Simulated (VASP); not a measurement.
# BeSe5 (P6_3/mmc) in VASP: single point with PBE

Aim: the single point of BeSe5 with PBE.

Program: VASP 6.6.1. These are calculated values, not measurements. Logs are shortened: lines on timing, memory, paths and dates and some standing lists are left out, and cuts for length are marked.

## 1. The cell of the first run

Symmetry: P6_3/mmc, No. 194, hexagonal system. The conventional cell has a = 7.521 Å, b = 7.521 Å, c = 7.384 Å, α = 90.00°, β = 90.00°, γ = 120.00°. Be (site symmetry -3m) has 2 Be at 3.69 Å and 12 Se at 3.76 to 4.37 Å within 4.8 Å. Se (site symmetry 3m) has 4 Se at 2.23 to 2.65 Å within 3.0 Å. Within 3.0 Å of Se (site symmetry 2/m) lie 2 Se at 2.23 Å.

The cell was generated, and may not be a known phase.

## 2. Single point, PBE

Contents of INCAR:

```
SYSTEM = BeSe5
  PREC = Accurate
  ENCUT = 520
  EDIFF = 1E-6
  ISMEAR = 0
  SIGMA = 0.1
  LREAL = .False.
  LASPH = .True.
  NELM = 100
  ALGO = Normal
  ISIF = 2
  LWAVE = .False.
  LCHARG = .False.
  GGA = PE
  NBANDS = 44
```

Contents of KPOINTS:

```
regular mesh
0
Gamma
  3 3 4
  0 0 0
```

Contents of POSCAR:

```
BeSe5
1.0
    7.5207264200      0.0000000000      0.0000000000
   -3.7603632100      6.5131401300      0.0000000000
    0.0000000000      0.0000000000      7.3842456000
Be Se
2 10
Direct
    0.0000000000      0.0000000000      0.0000000000
    0.0000000000      0.0000000000      0.5000000000
    0.3333333300      0.6666666700      0.4292377900
    0.6666666700      0.3333333300      0.9292377900
    0.6666666700      0.3333333300      0.5707622100
    0.3333333300      0.6666666700      0.0707622100
    0.5000000000      0.0000000000      0.0000000000
    0.0000000000      0.5000000000      0.0000000000
    0.5000000000      0.5000000000      0.0000000000
    0.5000000000      0.0000000000      0.5000000000
    0.0000000000      0.5000000000      0.5000000000
    0.5000000000      0.5000000000      0.5000000000
```

Potentials or basis: VASP PAW PBE potentials, release 64 (Be, Se).

The run is started by

```bash
cat potpaw_PBE.64/Be/POTCAR potpaw_PBE.64/Se/POTCAR > POTCAR
mpirun -np 1 vasp_std > vasp.out
```

OUTCAR:

```text
SYSTEM = BeSe5
   PREC = Accurate
   ENCUT = 520
   EDIFF = 1E-6
   ISMEAR = 0
   LREAL = .False.
   LASPH = .True.
   NELM = 100
   ISIF = 2
   GGA = PE

 ion  position               nearest neighbor table
   1  0.000  0.000  0.000-
   2  0.000  0.000  0.500-
   3  0.333  0.667  0.429-  10 2.23  11 2.23  12 2.23   6 2.65
   4  0.667  0.333  0.929-   7 2.23   8 2.23   9 2.23   5 2.65
   5  0.667  0.333  0.571-  10 2.23  11 2.23  12 2.23   4 2.65
   6  0.333  0.667  0.071-   7 2.23   8 2.23   9 2.23   3 2.65
   7  0.500  0.000  0.000-   4 2.23   6 2.23
   8  0.000  0.500  0.000-   4 2.23   6 2.23
   9  0.500  0.500  0.000-   4 2.23   6 2.23
  10  0.500  0.000  0.500-   3 2.23   5 2.23
  11  0.000  0.500  0.500-   3 2.23   5 2.23
  12  0.500  0.500  0.500-   3 2.23   5 2.23

  LATTYP: Found a hexagonal cell.
 ALAT       =     7.5207264200
 C/A-ratio  =     0.9818527078

  Lattice vectors:

 A1 = (   7.5207264200,   0.0000000000,   0.0000000000)
 A2 = (  -3.7603632100,   6.5131401300,   0.0000000000)
 A3 = (   0.0000000000,   0.0000000000,   7.3842456000)

Analysis of symmetry for initial positions (statically):
=====================================================================
 Subroutine PRICEL returns:
 Original cell was already a primitive cell.

 Routine SETGRP: Setting up the symmetry group for a
 hexagonal supercell.

 Subroutine GETGRP returns: Found 24 space group operations
 (whereof 12 operations were pure point group operations)
 out of a pool of 24 trial point group operations.

The static configuration has the point symmetry D_3d.
 The point group associated with its full space group is D_6h.

Analysis of symmetry for dynamics (positions and initial velocities):
=====================================================================
 Subroutine PRICEL returns:
 Original cell was already a primitive cell.

 Routine SETGRP: Setting up the symmetry group for a
 hexagonal supercell.

 Subroutine GETGRP returns: Found 24 space group operations
 (whereof 12 operations were pure point group operations)
 out of a pool of 24 trial point group operations.

The dynamic configuration has the point symmetry D_3d.
 The point group associated with its full space group is D_6h.

 Subroutine INISYM returns: Found 24 space group operations
 (whereof 12 operations are pure point group operations),
 and found     1 'primitive' translations

----------------------------------------------------------------------------------------

                                     Primitive cell

  volume of cell :     361.7065

  direct lattice vectors                    reciprocal lattice vectors
     7.520726420  0.000000000  0.000000000     0.132965879  0.076767886  0.000000000
    -3.760363210  6.513140130  0.000000000     0.000000000  0.153535772  0.000000000
     0.000000000  0.000000000  7.384245600     0.000000000  0.000000000  0.135423448

  length of vectors
     7.520726420  7.520726416  7.384245600     0.153535772  0.153535772  0.135423448

  position of ions in fractional coordinates (direct lattice)
     0.000000000  0.000000000  0.000000000
     0.000000000  0.000000000  0.500000000
     0.333333330  0.666666670  0.429237790
     0.666666670  0.333333330  0.929237790
     0.666666670  0.333333330  0.570762210
     0.333333330  0.666666670  0.070762210
     0.500000000  0.000000000  0.000000000
     1.000000000  0.500000000  0.000000000
     0.500000000  0.500000000  0.000000000
     0.500000000  0.000000000  0.500000000
     1.000000000  0.500000000  0.500000000
     0.500000000  0.500000000  0.500000000

  ion indices of the primitive-cell ions
   primitive index   ion index
                 1           1
                 2           2
                 3           3
                 4           4
                 5           5
                 6           6
                 7           7
                 8           8
                 9           9
                10          10
                11          11
                12          12

----------------------------------------------------------------------------------------

 KPOINTS: regular mesh

Automatic generation of k-mesh.
 Grid dimensions read from file:
 generate k-points for:    3    3    4

 Generating k-lattice:

  Cartesian coordinates                     Fractional coordinates (reciprocal lattice)
     0.044321960  0.025589295  0.000000000     0.333333333 -0.000000000  0.000000000
     0.000000000  0.051178591  0.000000000     0.000000000  0.333333333  0.000000000
     0.000000000  0.000000000  0.033855862     0.000000000  0.000000000  0.250000000

  Length of vectors
     0.051178591  0.051178591  0.033855862

  Shift w.r.t. Gamma in fractional coordinates (k-lattice)
     0.000000000  0.000000000  0.000000000

 Subroutine IBZKPT returns following result:
 ===========================================

 Found      9 irreducible k-points:

 Following reciprocal coordinates:
            Coordinates               Weight
  0.000000  0.000000  0.000000      1.000000
  0.333333  0.000000  0.000000      6.000000
  0.333333  0.333333  0.000000      2.000000
  0.000000  0.000000  0.250000      2.000000
  0.333333  0.000000  0.250000     12.000000
  0.333333  0.333333  0.250000      4.000000
  0.000000  0.000000  0.500000      1.000000
  0.333333  0.000000  0.500000      6.000000
  0.333333  0.333333  0.500000      2.000000
   k-points           NKPTS =      9   k-points in BZ     NKDIM =      9   number of bands    NBANDS=     44
   number of dos      NEDOS =    301   number of ions     NIONS =     12
   total plane-waves  NPLWV = 175616
   dimension x,y,z NGX =    56 NGY =   56 NGZ =   56
   dimension x,y,z NGXF=   112 NGYF=  112 NGZF=  112
   ions per type =               2  10
   NGX,Y,Z   is equivalent  to a cutoff of  12.38, 12.38, 12.61 a.u.
   NGXF,Y,Z  is equivalent  to a cutoff of  24.76, 24.76, 25.22 a.u.
 SYSTEM =  BeSe5
   PREC   = accura    normal or accurate (medium, high low for compatibility)
   ISTART =      0    job   : 0-new  1-cont  2-samecut
   ICHARG =      2    charge: 1-file 2-atom 10-const
   ISPIN  =      1    spin polarized calculation?
   LNONCOLLINEAR =      F non collinear calculations
   LSORBIT =      F    spin-orbit coupling
   LASPH  =      T    aspherical Exc in radial PAW
   ENCUT  =  520.0 eV  38.22 Ry    6.18 a.u.  13.98 13.98 13.73*2*pi/ulx,y,z
   NELM   =    100;   NELMIN=  2; NELMDL= -5     # of ELM steps
   EDIFF  = 0.1E-05   stopping-criterion for ELM
   LREAL  =      F    real-space projection
   EDIFFG = 0.1E-04   stopping-criterion for IOM
   NSW    =      0    number of steps for IOM
   IBRION =     -1    ionic relax: 0-MD 1-quasi-New 2-CG
   NFREE  =      0    steps in history (QN), initial steepest desc. (CG)
   ISIF   =      2    stress and relaxation
   ISYM   =      2    0-nonsym 1-usesym 2-fastsym
   POTIM  = 0.5000    time-step for ionic-motion
   TEBEG  =    0.0;   TEEND  =   0.0 temperature during run
   PSTRESS=    0.0 pullay stress
   NELECT =      64.0000    total number of electrons
   NUPDOWN=      -1.0000    fix difference up-down
   EMIN   =  10.00;   EMAX   =-10.00  energy-range for DOS
   EFERMI =   0.00;   METHOD = LEGACY
   ISMEAR =     0;   SIGMA  =   0.10  broadening in eV -4-tet -1-fermi 0-gaus
   EFERMI_NEDOS =   21; number of points for ismear=-14 and -15
   IALGO  =     38    algorithm
   IMIX   =      4    mixing-type and parameters
     AMIX     =   0.40;   BMIX     =  1.00
     AMIX_MAG =   1.60;   BMIX_MAG =  1.00
  volume/ion in A,a.u.               =      30.14       203.41
  Fermi-wavevector in a.u.,A,eV,Ry     =   0.919072  1.736794 11.492742  0.844693
  Thomas-Fermi vector in A             =   2.044224
   LORBIT       =      0    0 simple, 1 ext, 2 COOP (PROOUT), +10 PAW based schemes
   GGA     = PE    functional components
   LHFCALC =     F    Hartree Fock is set to
   AEXX    =    0.0000 exact exchange contribution
   IVDW    =     0    specifies the selected vdW correction
   LEPSILON=     F    determine dielectric tensor
   LRPA    =     F    only Hartree local field effects (RPA)
 non-spin polarized calculation
 Gauss-broadening in eV      SIGMA  =   0.10
  energy-cutoff  :      520.00
  volume of cell :      361.71
 maximum number of plane-waves:      9780
 NGX is ok and might be reduce to    56
   NGX = 27   NGY = 27   NGZ = 27

 number of electron      63.9999998 magnetization

 Free energy of the ion-electron system (eV)
  ---------------------------------------------------
  ext. energy  EPLUGINS =         0.00000000
  ---------------------------------------------------
  free energy    TOTEN  =       -27.30217534 eV

  energy without entropy =      -27.24961525  energy(sigma->0) =      -27.27589529

 E-fermi :   1.4765     XC(G=0):  -7.8594

 val. band max:        1.4349144154   @ k =   0.3333   0.0000   0.2500
 cond. band min:       1.4834847970   @ k =   0.0000   0.0000   0.2500
 fundamental gap:      0.0485703817
 Fermi energy:         1.4765122419

 k-point     1 :       0.0000    0.0000    0.0000
  band No.  band energies     occupation
      1     -15.7838      2.00000
      2     -15.0687      2.00000
      3     -14.4277      2.00000
      4     -13.3736      2.00000
      5     -12.1881      2.00000
      6     -12.1881      2.00000
[... 36 lines left out ...]
     43       5.8430      0.00000
     44       6.1451      0.00000

 k-point     2 :       0.3333    0.0000    0.0000
  band No.  band energies     occupation
      1     -15.5942      2.00000
      2     -14.8770      2.00000
      3     -14.8583      2.00000
      4     -14.0171      2.00000
      5     -12.1928      2.00000
      6     -11.8538      2.00000
[... 36 lines left out ...]
     43       5.6910      0.00000
     44       5.8878      0.00000

 k-point     3 :       0.3333    0.3333    0.0000
  band No.  band energies     occupation
      1     -15.2858      2.00000
      2     -15.2858      2.00000
      3     -14.5081      2.00000
      4     -14.5081      2.00000
      5     -12.1977      2.00000
      6     -11.8581      2.00000
[... 36 lines left out ...]
     43       5.1657      0.00000
     44       5.1657      0.00000

 k-point     4 :       0.0000    0.0000    0.2500
  band No.  band energies     occupation
      1     -15.7153      2.00000
      2     -15.2512      2.00000
      3     -14.2070      2.00000
      4     -13.5055      2.00000
      5     -12.1422      2.00000
      6     -12.1422      2.00000
[... 36 lines left out ...]
     43       5.8893      0.00000
     44       6.0583      0.00000

 k-point     5 :       0.3333    0.0000    0.2500
  band No.  band energies     occupation
      1     -15.5348      2.00000
      2     -15.1341      2.00000
      3     -14.5931      2.00000
      4     -14.1056      2.00000
      5     -12.1467      2.00000
      6     -11.9074      2.00000
[... 36 lines left out ...]
     43       5.5323      0.00000
     44       5.9656      0.00000

 k-point     6 :       0.3333    0.3333    0.2500
  band No.  band energies     occupation
      1     -15.2675      2.00000
      2     -15.2675      2.00000
      3     -14.5373      2.00000
      4     -14.5373      2.00000
      5     -12.1516      2.00000
      6     -11.9119      2.00000
[... 36 lines left out ...]
     43       5.3962      0.00000
     44       5.3963      0.00000

 k-point     7 :       0.0000    0.0000    0.5000
  band No.  band energies     occupation
      1     -15.5224      2.00000
      2     -15.5224      2.00000
      3     -13.8294      2.00000
      4     -13.8294      2.00000
      5     -12.0265      2.00000
      6     -12.0265      2.00000
[... 36 lines left out ...]
     43       5.7200      0.00000
     44       5.7200      0.00000

 k-point     8 :       0.3333    0.0000    0.5000
  band No.  band energies     occupation
      1     -15.3697      2.00000
      2     -15.3697      2.00000
      3     -14.3245      2.00000
      4     -14.3245      2.00000
      5     -12.0309      2.00000
      6     -12.0309      2.00000
[... 36 lines left out ...]
     43       5.2916      0.00000
     44       5.2916      0.00000

 k-point     9 :       0.3333    0.3333    0.5000
  band No.  band energies     occupation
      1     -15.2477      2.00000
      2     -15.2477      2.00000
      3     -14.5677      2.00000
      4     -14.5677      2.00000
      5     -12.0356      2.00000
      6     -12.0356      2.00000
[... 36 lines left out ...]
     43       5.5413      0.00000
     44       5.5427      0.00000

------------------------ aborting loop because EDIFF is reached ----------------------------------------

  FORCE on cell =-STRESS in cart. coord.  units (eV):
  Direction    XX          YY          ZZ          XY          YZ          ZX
  --------------------------------------------------------------------------------------
  -------------------------------------------------------------------------------------
  Total       42.9711097     42.9711097     10.3113426      0.0000000      0.0000000      0.0000000
  in kB      190.3403248    190.3403245     45.6740425      0.0000000      0.0000000      0.0000000
  external PRESSURE =     142.1182306 kB  Pullay stress =       0.0000000 kB

 VOLUME and BASIS-vectors are now :
 -----------------------------------------------------------------------------
  energy-cutoff  :      520.00
  volume of cell :      361.71
      direct lattice vectors                 reciprocal lattice vectors
     7.520726420  0.000000000  0.000000000     0.132965879  0.076767886  0.000000000
    -3.760363210  6.513140130  0.000000000     0.000000000  0.153535772  0.000000000
     0.000000000  0.000000000  7.384245600     0.000000000  0.000000000  0.135423448

 POSITION                                       TOTAL-FORCE (eV/Angst)
 -----------------------------------------------------------------------------------
      0.00000      0.00000      0.00000        -0.000000      0.000000     -0.000000
      0.00000      0.00000      3.69212        -0.000000      0.000000     -0.000000
     -0.00000      4.34209      3.16960         0.000000     -0.000000     -1.162125
      3.76036      2.17105      6.86172        -0.000000      0.000000     -1.162125
      3.76036      2.17105      4.21465        -0.000000      0.000000      1.162125
     -0.00000      4.34209      0.52253         0.000000     -0.000000      1.162125
      3.76036      0.00000      0.00000        -0.000000      0.000000     -0.000000
     -1.88018      3.25657      0.00000        -0.000000      0.000000     -0.000000
      1.88018      3.25657      0.00000        -0.000000      0.000000     -0.000000
      3.76036      0.00000      3.69212        -0.000000      0.000000     -0.000000
     -1.88018      3.25657      3.69212        -0.000000      0.000000     -0.000000
      1.88018      3.25657      3.69212        -0.000000      0.000000     -0.000000
 -----------------------------------------------------------------------------------
    total drift:                               -0.000000      0.000000      0.000000

  FREE ENERGIE OF THE ION-ELECTRON SYSTEM (eV)
  ---------------------------------------------------
  free  energy   TOTEN  =       -27.3021753402 eV

  energy  without entropy=      -27.2496152488  energy(sigma->0) =      -27.27589529
```

Run time: 5.1 min. Hardware: 1 thread of Intel Xeon 8259CL, shared host; peak memory 0.47 GiB.

Results:

```
Free energy            : -27.3022 eV
Pressure               : 14.2 GPa
Largest force          : 1.162 eV/Å
Band gap on the k mesh : zero (bands 32 and 33 overlap by 0.88 eV)
```

Forces in eV/Å, atoms in the order of the input:
```
Be   0.000  0.000  0.000
Be   0.000  0.000  0.000
Se   0.000  0.000 -1.162
Se   0.000  0.000 -1.162
Se   0.000  0.000  1.162
Se   0.000  0.000  1.162
Se   0.000  0.000  0.000
Se   0.000  0.000  0.000
Se   0.000  0.000  0.000
Se   0.000  0.000  0.000
Se   0.000  0.000  0.000
Se   0.000  0.000  0.000
```

Stress tensor (GPa, compression positive):
```
19.03  0.00  0.00
 0.00 19.03  0.00
 0.00  0.00  4.57
```

Caveat: the stress differs along the axes, from 5 to 19 GPa; forces of over 1 eV/Å act on the atoms, so gaps and moduli don't describe the material at rest.

The gap in the log of VASP goes by the Fermi energy; the results here count the filled bands.